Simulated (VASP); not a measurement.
BN:

```xyz
4
Lattice="2.7792 0.0000 0.0000 -1.3896 2.1683 0.0000 0.0000 0.0000 7.0341" Properties=species:S:1:pos:R:3 pbc="T T T"
B     0.0000    1.4456    1.7585
B     1.3896    0.7228    5.2756
N     0.0000    1.4456    5.2756
N     1.3896    0.7228    1.7585
```

This cell differs from its parent crystal: normal strain along x +0.1100, normal strain along z +0.0000.

* Program: VASP 6.6.1
* Task: relaxation of the atoms
* Functional: PBEsol
* Potentials or basis: VASP PAW PBE potentials, release 64 (B, N)
* Cutoff: 520 eV
* k mesh: 12 × 12 × 4
* Occupations: gaussian, width 0.05 eV
* Spin: no spin polarisation

At the start: pressure -26.2 GPa; volume 10.60 Å³/atom.

**Question.** How do energy, volume and symmetry change on relaxing?

**Answer.** Over 3 steps the energy falls by 2.1 meV/atom at a fixed cell; space group Cmcm (No. 63, to 0.1 Å) before and after.

Step by step:
```csv
step,energy change (eV),largest force (eV/Å),pressure (GPa)
1,0.0000,0.5365,-26.18
2,0.0291,1.0516,-28.00
3,-0.0084,0.0068,-26.90
```

Final structure:
```yaml
crystal:
  lattice:
    - [2.77919, 0.00000, 0.00000]
    - [-1.38960, 2.16833, 0.00000]
    - [0.00000, 0.00000, 7.03410]
  atoms:
    - { symbol: B, position: [0.33151, 0.66301, 0.25000] }
    - { symbol: B, position: [0.66849, 0.33699, 0.75000] }
    - { symbol: N, position: [0.33146, 0.66291, 0.75000] }
    - { symbol: N, position: [0.66854, 0.33709, 0.25000] }
```

Caveat: the cell differs from its parent crystal (normal strain along x +0.1100, normal strain along z +0.0000); the PAW data sets were made with another functional, which shifts forces and pressure a little; this functional lacks dispersion, which binds layers or chains, so the pressure and a relaxed spacing across them are unreliable.
